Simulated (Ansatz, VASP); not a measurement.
Two plane-wave programs on Nb

File INCAR:

```
  PREC = Accurate
  ENCUT = 500
  EDIFF = 1E-6
  ISMEAR = -1
  SIGMA = 0.003
  LREAL = F
  LASPH = T
  NELM = 120
  ALGO = Normal
  ISIF = 2
  LWAVE = F
  LCHARG = T
  GGA = PE
  LELF = T
  LVHAR = T
  NBANDS = 12
  GGA_COMPAT = F
```

File KPOINTS:

```
regular mesh
0
Gamma
  11 11 11
```

Contents of POSCAR:

```
Nb
1.0
   -1.6506000000      1.6506000000      1.6506000000
    1.6506000000     -1.6506000000      1.6506000000
    1.6506000000      1.6506000000     -1.6506000000
Nb
1
Direct
    0.0000000000      0.0000000000      0.0000000000
```

Input for Ansatz:

```yaml
crystal:
  lattice:
    - [-1.6506, 1.6506, 1.6506]
    - [1.6506, -1.6506, 1.6506]
    - [1.6506, 1.6506, -1.6506]
  atoms:
    - { symbol: Nb, position: [0.0, 0.0, 0.0] }
hamiltonian:
  xc: pbe
  pseudopotentials: { kind: paw }
basis:
  ecutwfc: 420
kpoints:
  mp_grid: { grid: [11, 11, 11] }
scf:
  occupations: { method: fermi_dirac, width: 0.003 }
  lower_state_search: "off"
  algorithm: density_mixing
  max_iter: 80
  mixing: {}
output:
  forces: true
  stress: true
```

Alike in both runs: task single point; functional PBE; k mesh 11 × 11 × 11; occupations fermi-dirac, width 0.003 eV; no spin polarisation.

|  | VASP | Ansatz |
| --- | --- | --- |
| version | VASP 6.6.1 | Ansatz 0.2.0 |
| potentials or method | VASP PAW PBE potentials, release 64 (Nb_sv), cutoff 500 eV | PAW, plane waves, scalar-relativistic |
| valence electrons in the cell | 13 | 13 |

|  | VASP | Ansatz | Ansatz less VASP |
| --- | --- | --- | --- |
| pressure (GPa) | 2.2 | 2.6 | +0.40 |
